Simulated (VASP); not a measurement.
# Re (R-3m) in VASP: further runs, part 2 of 2

VASP 6.6.1. The steps go on from the part before.

## 3. Electric field gradients, PBEsol (equal xy, yz and zx shear strains of -2 %)

Contents of INCAR:

```
SYSTEM = Re
PREC     = Accurate       ! precision mode
ENCUT    = 520            ! plane-wave cutoff, eV
EDIFF    = 1E-8           ! SCF threshold, eV
ISMEAR   = -1             ! smearing method
SIGMA    = 0.05           ! smearing width, eV
LREAL    = .False.        ! projectors in reciprocal space
LASPH    = .True.         ! aspherical terms in the spheres
NELM     = 100            ! most SCF steps
ALGO     = Normal         ! electronic algorithm
ISIF     = 2              ! what is computed and relaxed
LWAVE    = .False.        ! write WAVECAR
LCHARG   = .False.        ! write CHGCAR
GGA      = PS             ! functional
LEFG     = .True.       
NBANDS   = 10             ! bands
```

Contents of KPOINTS:

```
Automatic mesh
0
Gamma
  14 14 14
  0 0 0
```

Contents of POSCAR:

```
Re
1.0
   -0.0395000000      1.9552500000      1.9552500000
    1.9552500000     -0.0395000000      1.9552500000
    1.9552500000      1.9552500000     -0.0395000000
Re
1
Direct
    0.0000000000      0.0000000000      0.0000000000
```

Potentials or basis: VASP PAW PBE potentials, release 64 (Re).

Run with:

```
$ cat potpaw_PBE.64/Re/POTCAR > POTCAR
$ mpirun -np 1 vasp_std > vasp.out
```

OUTCAR:

```text
SYSTEM = Re
   PREC = Accurate
   ENCUT = 520
   EDIFF = 1E-8
   ISMEAR = -1
   LREAL = .False.
   LASPH = .True.
   NELM = 100
   ISIF = 2
   GGA = PS

 ion  position               nearest neighbor table
   1  0.000  0.000  0.000-

  LATTYP: Found a trigonal (rhomboedric) cell.
 ALAT       =     2.7654231819
 COS(alpha) =     0.4797000918

  Lattice vectors:

 A1 = (  -0.0395000000,   1.9552500000,   1.9552500000)
 A2 = (   1.9552500000,  -0.0395000000,   1.9552500000)
 A3 = (   1.9552500000,   1.9552500000,  -0.0395000000)

Analysis of symmetry for initial positions (statically):
=====================================================================
 Subroutine PRICEL returns:
 Original cell was already a primitive cell.

 Routine SETGRP: Setting up the symmetry group for a
 trigonal (rhombohedral) supercell.

 Subroutine GETGRP returns: Found 12 space group operations
 (whereof 12 operations were pure point group operations)
 out of a pool of 12 trial point group operations.

The static configuration has the point symmetry D_3d.

Analysis of symmetry for dynamics (positions and initial velocities):
=====================================================================
 Subroutine PRICEL returns:
 Original cell was already a primitive cell.

 Routine SETGRP: Setting up the symmetry group for a
 trigonal (rhombohedral) supercell.

 Subroutine GETGRP returns: Found 12 space group operations
 (whereof 12 operations were pure point group operations)
 out of a pool of 12 trial point group operations.

The dynamic configuration has the point symmetry D_3d.

 Subroutine INISYM returns: Found 12 space group operations
 (whereof 12 operations are pure point group operations),
 and found     1 'primitive' translations

----------------------------------------------------------------------------------------

                                     Primitive cell

  volume of cell :      15.4028

  direct lattice vectors                    reciprocal lattice vectors
    -0.039500000  1.955250000  1.955250000    -0.248100243  0.253215712  0.253215712
     1.955250000 -0.039500000  1.955250000     0.253215712 -0.248100243  0.253215712
     1.955250000  1.955250000 -0.039500000     0.253215712  0.253215712 -0.248100243

  length of vectors
     2.765423182  2.765423182  2.765423182     0.435649083  0.435649083  0.435649083

  position of ions in fractional coordinates (direct lattice)
     0.000000000  0.000000000  0.000000000

  ion indices of the primitive-cell ions
   primitive index   ion index
                 1           1

----------------------------------------------------------------------------------------

 KPOINTS: Automatic mesh

Automatic generation of k-mesh.
 Grid dimensions read from file:
 generate k-points for:   14   14   14

 Generating k-lattice:

[... 64 lines left out ...]
   NSW    =      0    number of steps for IOM
   IBRION =     -1    ionic relax: 0-MD 1-quasi-New 2-CG
   NFREE  =      0    steps in history (QN), initial steepest desc. (CG)
   ISIF   =      2    stress and relaxation
   ISYM   =      2    0-nonsym 1-usesym 2-fastsym
   POTIM  = 0.5000    time-step for ionic-motion
   TEBEG  =    0.0;   TEEND  =   0.0 temperature during run
   PSTRESS=    0.0 pullay stress
   NELECT =       7.0000    total number of electrons
   NUPDOWN=      -1.0000    fix difference up-down
   EMIN   =  10.00;   EMAX   =-10.00  energy-range for DOS
   EFERMI =   0.00;   METHOD = LEGACY
   ISMEAR =    -1;   SIGMA  =   0.05  broadening in eV -4-tet -1-fermi 0-gaus
   EFERMI_NEDOS =   21; number of points for ismear=-14 and -15
   IALGO  =     38    algorithm
   IMIX   =      4    mixing-type and parameters
     AMIX     =   0.40;   BMIX     =  1.00
     AMIX_MAG =   1.60;   BMIX_MAG =  1.00
  volume/ion in A,a.u.               =      15.40       103.94
  Fermi-wavevector in a.u.,A,eV,Ry     =   1.258657  2.378517 21.554594  1.584218
  Thomas-Fermi vector in A             =   2.392256
   LORBIT       =      0    0 simple, 1 ext, 2 COOP (PROOUT), +10 PAW based schemes
   GGA     = PS    functional components
   LHFCALC =     F    Hartree Fock is set to
   AEXX    =    0.0000 exact exchange contribution
   IVDW    =     0    specifies the selected vdW correction
   LEPSILON=     F    determine dielectric tensor
   LRPA    =     F    only Hartree local field effects (RPA)
 non-spin polarized calculation
  energy-cutoff  :      520.00
  volume of cell :       15.40
 maximum number of plane-waves:       426
 NGX is ok and might be reduce to    24
   NGX = 11   NGY = 11   NGZ = 11

 number of electron       7.0000000 magnetization

 Free energy of the ion-electron system (eV)
  ---------------------------------------------------
  ext. energy  EPLUGINS =         0.00000000
  ---------------------------------------------------
  free energy    TOTEN  =       -13.24250869 eV

  energy without entropy =      -13.23423562  energy(sigma->0) =      -13.23837215

 E-fermi :   7.4315     XC(G=0): -13.5699

 val. band max:        7.4286179767   @ k =  -0.4286   0.5000   0.2857
 cond. band min:       7.4372828357   @ k =  -0.3571   0.3571   0.3571
 fundamental gap:      0.0086648590
 Fermi energy:         7.4314799533

 k-point     1 :       0.0000    0.0000    0.0000
  band No.  band energies     occupation
      1      -2.4144      2.00000
      2       5.4366      2.00000
      3       5.4366      2.00000
      4       5.9918      2.00000
      5       8.6181      0.00000
      6       8.6181      0.00000
      7      21.3234      0.00000
      8      26.4214      0.00000
      9      26.4214      0.00000
     10      27.3110      0.00000
[... 287 lines left out ...]
 k-point    24 :       0.2857    0.1429    0.0000
  band No.  band energies     occupation
      1       0.3197      2.00000
      2       4.0197      2.00000
      3       5.8003      2.00000
      4       6.9656      1.99982
      5       8.1237      0.00000
      6       9.6853      0.00000
      7      22.4342      0.00000
      8      25.4843      0.00000
      9      27.7628      0.00000
     10      28.3915      0.00000

 [... further k-points ...]
[... 5 lines left out ...]
  --------------------------------------------------------------------------------------
  -------------------------------------------------------------------------------------
  Total       -1.7815398     -1.7815398     -1.7815398      0.3067169      0.3067169      0.3067169
  in kB     -185.3130488   -185.3130488   -185.3130488     31.9042266     31.9042266     31.9042266
  external PRESSURE =    -185.3130488 kB  Pullay stress =       0.0000000 kB

 VOLUME and BASIS-vectors are now :
 -----------------------------------------------------------------------------
  energy-cutoff  :      520.00
  volume of cell :       15.40
      direct lattice vectors                 reciprocal lattice vectors
    -0.039500000  1.955250000  1.955250000    -0.248100243  0.253215712  0.253215712
     1.955250000 -0.039500000  1.955250000     0.253215712 -0.248100243  0.253215712
     1.955250000  1.955250000 -0.039500000     0.253215712  0.253215712 -0.248100243

 POSITION                                       TOTAL-FORCE (eV/Angst)
 -----------------------------------------------------------------------------------
      0.00000      0.00000      0.00000        -0.000000      0.000000     -0.000000
 -----------------------------------------------------------------------------------
    total drift:                               -0.000000     -0.000000     -0.000000

  FREE ENERGIE OF THE ION-ELECTRON SYSTEM (eV)
  ---------------------------------------------------
  free  energy   TOTEN  =       -13.2425086851 eV

  energy  without entropy=      -13.2342356194  energy(sigma->0) =      -13.23837215

 Electric field gradients (V/A^2)
---------------------------------------------------------------------
 ion       V_xx      V_yy      V_zz      V_xy      V_xz      V_yz
---------------------------------------------------------------------
   1       0.000     0.000     0.000   -31.874   -31.874   -31.874
---------------------------------------------------------------------

 Electric field gradients after diagonalization (V/A^2)
 (convention: |V_zz| > |V_xx| > |V_yy|)
----------------------------------------------------------------------
 ion       V_xx      V_yy      V_zz     asymmetry (V_yy - V_xx)/ V_zz
----------------------------------------------------------------------
   1      31.874    31.874   -63.748       0.000
----------------------------------------------------------------------

           NMR quadrupolar parameters

 Cq : quadrupolar parameter    Cq=e*Q*V_zz/h
 eta: asymmetry parameters     (V_yy - V_xx)/ V_zz
 Q  : nuclear electric quadrupole moment in mb (millibarn)
----------------------------------------------------------------------
 ion       Cq(MHz)       eta       Q (mb)
----------------------------------------------------------------------
   1      -0.154       0.000       1.000
----------------------------------------------------------------------
```

Run time: 59 s. Hardware: 1 thread of Intel Xeon 8259CL, shared host; peak memory 0.18 GiB.

What came out:

* Free energy: -13.2425 eV
* Pressure: -18.5 GPa
* Band gap on the k mesh: zero (an odd number of electrons rules out a gap without spin polarisation)
* Largest electric field gradient by atom: Re -63.7 V/Å²

Stress tensor (GPa, compression positive):
```
-18.53   3.19   3.19
  3.19 -18.53   3.19
  3.19   3.19 -18.53
```

Levels at points of the mesh, in eV from the Fermi level:
| k point | band 1 | band 2 | band 3 | band 4 | band 5 | band 6 | band 7 | band 8 | band 9 |
| --- | --- | --- | --- | --- | --- | --- | --- | --- | --- |
| (0.00, 0.00, 0.00) | -9.85 | -1.99 | -1.99 | -1.44 | 1.19 | 1.19 | 13.89 | 18.99 | 18.99 |
| (0.50, 0.00, 0.00) | -6.59 | -2.24 | -1.68 | 0.04 | 3.32 | 3.70 | 9.17 | 13.47 | 19.33 |
| (0.50, 0.50, 0.00) | -6.46 | -5.61 | 2.61 | 3.46 | 4.24 | 4.31 | 11.55 | 12.20 | 12.26 |
| (0.50, 0.50, 0.50) | -6.52 | -2.11 | -2.11 | 0.46 | 3.69 | 3.69 | 9.73 | 13.12 | 19.25 |

Electric field gradients, principal values (V/Å²):
```csv
atom,least,middle,greatest (by size)
1 Re,31.874,31.874,-63.748
```

Caveat: the cell differs from its parent crystal (equal xy, yz and zx shear strains of -2 %); the cell stands under tension; without QUAD_EFG the Cq values of the log hold for a quadrupole moment of 1 mb, not for the nuclei; the PAW data sets were made with another functional, which shifts forces and pressure a little; spin-orbit coupling is left out, which moves the levels of the heavy elements.
